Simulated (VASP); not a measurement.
Here is a VASP 6.6.1 calculation.

The input INCAR:

```
SYSTEM = TiN
ALGO = Normal
EDIFF = 1E-6
EDIFFG = -0.008
ENCUT = 600
GGA = PS
IBRION = 2
ISIF = 3
ISMEAR = 0
LASPH = .TRUE.
LCHARG = .FALSE.
LREAL = .FALSE.
LWAVE = .FALSE.
NELM = 80
NSW = 70
PREC = Accurate
PSTRESS = -30.0
SIGMA = 0.1
```

KPOINTS

```
k-points
0
G
  18 18 18
  0 0 0
```

The input POSCAR:

```
TiN
1.0
    0.0000000000      2.1218793403      2.1218793403
    2.1218793403      0.0000000000      2.1218793403
    2.1218793403      2.1218793403      0.0000000000
Ti N
1 1
Direct
    0.0000000000      0.0000000000      0.0000000000
    0.5000000000      0.5000000000      0.5000000000
```

Potentials or basis: VASP PAW PBE potentials, release 64 (Ti_sv, N).

The run is started by

```sh
$ cat potpaw_PBE.64/Ti_sv/POTCAR potpaw_PBE.64/N/POTCAR > POTCAR
$ mpirun -np 1 vasp_std > vasp.out
```

Predict the relaxed cell.

a = 2.984 Å, b = 2.984 Å, c = 2.984 Å, α = 60.00°, β = 60.00°, γ = 60.00°.

Estimate the relaxed volume.

9.39 Å³/atom.

Estimate the space group after relaxing (to 0.1 Å).

Fm-3m (No. 225).

Predict the band gap on the k mesh.

zero (an odd number of electrons rules out a gap without spin polarisation).

Final structure:
```cif
data_structure
_symmetry_space_group_name_H-M 'P 1'
_symmetry_Int_Tables_number 1
_cell_length_a 2.9840
_cell_length_b 2.9840
_cell_length_c 2.9840
_cell_angle_alpha 60.000
_cell_angle_beta 60.000
_cell_angle_gamma 60.000
_cell_volume 18.79
loop_
_atom_site_label
_atom_site_type_symbol
_atom_site_fract_x
_atom_site_fract_y
_atom_site_fract_z
_atom_site_occupancy
Ti1 Ti 0.00000 0.00000 0.00000 1
N1 N 0.50000 0.50000 0.50000 1
```

Caveat: the cell is relaxed towards a set pressure, so the run minimises the enthalpy, not the energy; the PAW data sets were made with another functional, which shifts forces and pressure a little.
